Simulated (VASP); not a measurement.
# HfO2 (Fm-3m) in VASP: a series of runs, part 2 of 2

VASP 6.6.1. The steps go on from the part before.

## (3) Single point, PBE

This run uses another cell than the first one, of 10.71 Å³/atom, 1.021 times its volume.

Contents of INCAR:

```
SYSTEM = HfO2
  ALGO = Normal
  EDIFF = 1E-7
  ENCUT = 520
  GGA = PE
  ISIF = 2
  ISMEAR = 0
  LASPH = .True.
  LCHARG = .False.
  LREAL = .False.
  LWAVE = .False.
  NBANDS = 18
  NELM = 60
  PREC = Accurate
  SIGMA = 0.01
```

Contents of KPOINTS:

```
k-points
0
Gamma
  6 6 6
  0 0 0
```

Contents of POSCAR:

```
HfO2
1.0
    0.0000000000      2.5229349520      2.5229349520
    2.5229349520      0.0000000000      2.5229349520
    2.5229349520      2.5229349520      0.0000000000
Hf O
1 2
Direct
    0.0000000000      0.0000000000      0.0000000000
    0.2500000000      0.2500000000      0.2500000000
    0.7500000000      0.7500000000      0.7500000000
```

Potentials or basis: VASP PAW PBE potentials, release 64 (Hf_pv, O).

Launch:

```bash
> cat potpaw_PBE.64/Hf_pv/POTCAR potpaw_PBE.64/O/POTCAR > POTCAR
> mpirun -np 1 vasp_std > vasp.out
```

OUTCAR:

```text
SYSTEM = HfO2
   EDIFF = 1E-7
   ENCUT = 520
   GGA = PE
   ISIF = 2
   ISMEAR = 0
   LASPH = .True.
   LREAL = .False.
   NELM = 60
   PREC = Accurate

 ion  position               nearest neighbor table
   1  0.000  0.000  0.000-   3 2.18   3 2.18   3 2.18   2 2.18   3 2.18   2 2.18   2 2.18   2 2.18

   2  0.250  0.250  0.250-   1 2.18   1 2.18   1 2.18   1 2.18
   3  0.750  0.750  0.750-   1 2.18   1 2.18   1 2.18   1 2.18

  LATTYP: Found a face centered cubic cell.
 ALAT       =     5.0458699040
[... 519 lines left out ...]

  FORCE on cell =-STRESS in cart. coord.  units (eV):
  Direction    XX          YY          ZZ          XY          YZ          ZX
  --------------------------------------------------------------------------------------
  -------------------------------------------------------------------------------------
  Total        0.8224164      0.8224164      0.8224164      0.0000000     -0.0000000      0.0000000
  in kB       41.0255313     41.0255313     41.0255313      0.0000000     -0.0000000      0.0000000
  external PRESSURE =      41.0255313 kB  Pullay stress =       0.0000000 kB

 VOLUME and BASIS-vectors are now :
 -----------------------------------------------------------------------------
  energy-cutoff  :      520.00
  volume of cell :       32.12
      direct lattice vectors                 reciprocal lattice vectors
     0.000000000  2.522934952  2.522934952    -0.198181883  0.198181883  0.198181883
     2.522934952  0.000000000  2.522934952     0.198181883 -0.198181883  0.198181883
     2.522934952  2.522934952  0.000000000     0.198181883  0.198181883 -0.198181883

 POSITION                                       TOTAL-FORCE (eV/Angst)
 -----------------------------------------------------------------------------------
      0.00000      0.00000      0.00000         0.000000     -0.000000     -0.000000
      1.26147      1.26147      1.26147         0.000000      0.000000     -0.000000
      3.78440      3.78440      3.78440        -0.000000     -0.000000      0.000000
 -----------------------------------------------------------------------------------
    total drift:                                0.000000      0.000000      0.000000

  FREE ENERGIE OF THE ION-ELECTRON SYSTEM (eV)
  ---------------------------------------------------
  free  energy   TOTEN  =       -30.2409676499 eV

  energy  without entropy=      -30.2409676499  energy(sigma->0) =      -30.24096765
```

stdout:

```text
POSCAR found type information on POSCAR HfO
 POSCAR found :  2 types and       3 ions
 scaLAPACK will be used
 LDA part: xc-table for (Slater+PW92), standard interpolation
 POSCAR, INCAR and KPOINTS ok, starting setup
 FFT: planning ... GRIDC
 FFT: planning ... GRID_SOFT
 FFT: planning ... GRID
 WAVECAR not read
 entering main loop
```

It took 20 s on 1 thread of Intel Xeon 8259CL, shared host; peak memory 0.13 GiB.

What came out:

- Free energy: -30.2410 eV
- Pressure: 4.1 GPa
- Band gap on the k mesh: 3.84 eV, direct

Caveat: spin-orbit coupling is left out, which moves the levels of the heavy elements. PBE gaps usually lie below the measured ones, often by a third to a half.

## (4) Single point, PBE

This run uses another cell than the first one, of 10.93 Å³/atom, 1.043 times its volume.

Contents of INCAR:

```
SYSTEM = HfO2
PREC = Accurate
ENCUT = 520
EDIFF = 1E-6
ISMEAR = 0
SIGMA = 0.01
LREAL = .FALSE.
LASPH = .TRUE.
NELM = 80
ALGO = Normal
ISIF = 2
LWAVE = .FALSE.
LCHARG = .FALSE.
GGA = PE
NBANDS = 18
```

Contents of KPOINTS:

```
Automatic mesh
0
G
  6 6 6
  0 0 0
```

Contents of POSCAR:

```
HfO2
1.0
    0.0000000000      2.5403350533      2.5403350533
    2.5403350533      0.0000000000      2.5403350533
    2.5403350533      2.5403350533      0.0000000000
Hf O
1 2
Direct
    0.0000000000      0.0000000000      0.0000000000
    0.2500000000      0.2500000000      0.2500000000
    0.7500000000      0.7500000000      0.7500000000
```

Launch:

```bash
> cat potpaw_PBE.64/Hf_pv/POTCAR potpaw_PBE.64/O/POTCAR > POTCAR
> mpirun -np 1 vasp_std > vasp.out
```

Run time: 18 s. Hardware: 1 thread of Intel Xeon 8259CL, shared host; peak memory 0.13 GiB.

The run converged. Its results:

```
Free energy            : -30.2479 eV
Pressure               : -1.2 GPa
Band gap on the k mesh : 3.78 eV, direct
```

Levels at points of the mesh, in eV from the valence-band top:
```tsv
k point	band 9	band 10	band 11	band 12	band 13	band 14
(0.00, 0.00, 0.00)	-0.60	-0.60	-0.60	3.87	3.87	5.79
(0.50, 0.00, 0.00)	-2.71	-1.82	-1.82	4.58	4.58	6.92
(0.50, 0.50, 0.00)	-1.52	-1.52	0.00	3.78	5.47	6.58
```

Caveat: spin-orbit coupling is left out, which moves the levels of the heavy elements.

## (5) Single point, PBE

This run uses another cell than the first one, of 11.38 Å³/atom, 1.085 times its volume.

Contents of INCAR:

```
PREC = Accurate
ENCUT = 520
EDIFF = 1E-6
ISMEAR = 0
SIGMA = 0.01
LREAL = False
LASPH = True
NELM = 60
ALGO = Normal
ISIF = 2
LWAVE = False
LCHARG = False
GGA = PE
NBANDS = 18
```

Contents of KPOINTS:

```
regular mesh
0
Gamma
  6 6 6
```

Contents of POSCAR:

```
HfO2
1.0
    0.0000000000      2.5744375797      2.5744375797
    2.5744375797      0.0000000000      2.5744375797
    2.5744375797      2.5744375797      0.0000000000
Hf O
1 2
Direct
    0.0000000000      0.0000000000      0.0000000000
    0.2500000000      0.2500000000      0.2500000000
    0.7500000000      0.7500000000      0.7500000000
```

Launch:

```bash
> cat potpaw_PBE.64/Hf_pv/POTCAR potpaw_PBE.64/O/POTCAR > POTCAR
> mpirun -np 1 vasp_std > vasp.out
```

Wall time 21 s (1 thread of Intel Xeon 8259CL, shared host); peak memory 0.13 GiB.

Results (log left out):

| Property | Result |
| --- | --- |
| Free energy | -30.2004 eV |
| Pressure | -10.3 GPa |
| Band gap on the k mesh | 3.68 eV, direct |

Levels at points of the mesh, in eV from the valence-band top:
```
           k point  band 7  band 8  band 9  band 10  band 11  band 12  band 13  band 14  band 15  band 16
(0.00, 0.00, 0.00)   -5.07   -5.07   -0.58    -0.58    -0.58     3.76     3.76     5.47     9.85     9.85
(0.50, 0.00, 0.00)   -4.07   -2.98   -2.63    -1.78    -1.78     4.43     4.43     6.55     8.89     8.89
(0.50, 0.50, 0.00)   -3.35   -3.35   -1.45    -1.45     0.00     3.68     5.26     6.22     7.75     7.75
```

Caveat: spin-orbit coupling is left out, which moves the levels of the heavy elements.

## (6) Single point, PBE

This run uses another cell than the first one, of 11.60 Å³/atom, 1.106 times its volume.

Contents of INCAR:

```
  PREC = Accurate
  ENCUT = 520
  EDIFF = 1E-6
  ISMEAR = 0
  SIGMA = 0.01
  LREAL = False
  LASPH = True
  NELM = 60
  ALGO = Normal
  ISIF = 2
  LWAVE = False
  LCHARG = False
  GGA = PE
  NBANDS = 18
```

KPOINTS is that of step 5.

Contents of POSCAR:

```
HfO2
1.0
    0.0000000000      2.5911551753      2.5911551753
    2.5911551753      0.0000000000      2.5911551753
    2.5911551753      2.5911551753      0.0000000000
Hf O
1 2
Direct
    0.0000000000      0.0000000000      0.0000000000
    0.2500000000      0.2500000000      0.2500000000
    0.7500000000      0.7500000000      0.7500000000
```

Potentials or basis: VASP PAW PBE potentials, release 64 (Hf_pv, O).

Launch:

```bash
> cat potpaw_PBE.64/Hf_pv/POTCAR potpaw_PBE.64/O/POTCAR > POTCAR
> mpirun -np 1 vasp_std > vasp.out
```

Run time: 23 s. Hardware: 1 thread of Intel Xeon 8259CL, shared host; peak memory 0.13 GiB.

It converged, with:

- Free energy: -30.1501 eV
- Pressure: -14.1 GPa
- Band gap on the k mesh: 3.62 eV, direct

Levels at points of the mesh, in eV from the valence-band top:
| k point | band 9 | band 10 | band 11 | band 12 | band 13 | band 14 |
| --- | --- | --- | --- | --- | --- | --- |
| (0.00, 0.00, 0.00) | -0.58 | -0.58 | -0.58 | 3.71 | 3.71 | 5.31 |
| (0.50, 0.00, 0.00) | -2.58 | -1.75 | -1.75 | 4.36 | 4.36 | 6.38 |
| (0.50, 0.50, 0.00) | -1.42 | -1.42 | 0.00 | 3.62 | 5.15 | 6.05 |

Caveat: spin-orbit coupling is left out, which moves the levels of the heavy elements.

## (7) Single point, PBE

This run uses another cell than the first one, of 11.82 Å³/atom, 1.128 times its volume.

Contents of INCAR:

```
SYSTEM = HfO2
  PREC = Accurate
  ENCUT = 520
  EDIFF = 1E-6
  ISMEAR = 0
  SIGMA = 0.01
  LREAL = .False.
  LASPH = .True.
  NELM = 100
  ALGO = Normal
  ISIF = 2
  LWAVE = .False.
  LCHARG = .False.
  GGA = PE
  NBANDS = 18
```

Contents of KPOINTS:

```
Automatic mesh
0
Gamma
  6 6 6
  0 0 0
```

Contents of POSCAR:

```
HfO2
1.0
    0.0000000000      2.6076597933      2.6076597933
    2.6076597933      0.0000000000      2.6076597933
    2.6076597933      2.6076597933      0.0000000000
Hf O
1 2
Direct
    0.0000000000      0.0000000000      0.0000000000
    0.2500000000      0.2500000000      0.2500000000
    0.7500000000      0.7500000000      0.7500000000
```

Launch:

```bash
> cat potpaw_PBE.64/Hf_pv/POTCAR potpaw_PBE.64/O/POTCAR > POTCAR
> mpirun -np 1 vasp_std > vasp.out
```

Run time: 22 s. Hardware: 1 thread of Intel Xeon 8259CL, shared host; peak memory 0.13 GiB.

The run converged. Its results:

```yaml
Free_energy: -30.0846 eV
Pressure: -17.6 GPa
Band_gap_on_the_k_mesh: 3.57 eV, direct
```

Levels at points of the mesh, in eV from the valence-band top:
```csv
k point,band 7,band 8,band 9,band 10,band 11,band 12,band 13,band 14,band 15,band 16
"(0.00, 0.00, 0.00)",-4.84,-4.84,-0.57,-0.57,-0.57,3.66,3.66,5.16,9.39,9.39
"(0.50, 0.00, 0.00)",-3.89,-2.92,-2.54,-1.73,-1.73,4.29,4.29,6.21,8.49,8.49
"(0.50, 0.50, 0.00)",-3.26,-3.26,-1.39,-1.39,0.00,3.57,5.05,5.89,7.42,7.42
```

Caveat: spin-orbit coupling is left out, which moves the levels of the heavy elements. A k mesh can miss the band edges.

## (8) Overview

| cell | gap on the mesh (eV) | pressure (GPa) |
| --- | --- | --- |
| a = 3.543 Å, angles 60.0°, 3 atoms | 3.90 | 10.0 |
| a = 3.568 Å, angles 60.0°, 3 atoms | 3.84 | 4.1 |
| a = 3.593 Å, angles 60.0°, 3 atoms | 3.78 | -1.2 |
| a = 3.641 Å, angles 60.0°, 3 atoms | 3.68 | -10.3 |
| a = 3.664 Å, angles 60.0°, 3 atoms | 3.62 | -14.1 |
| a = 3.688 Å, angles 60.0°, 3 atoms | 3.57 | -17.6 |

Alike in all rows: task single point; level PBE; potentials or basis VASP PAW PBE potentials, release 64 (Hf_pv, O); no spin polarisation; k mesh 6 × 6 × 6; cutoff (eV) 520; smearing gaussian 0.01 eV.

Caveats: spin-orbit coupling is left out, which moves the levels of the heavy elements.

Absolute energies hang on the potentials; compare differences alone.
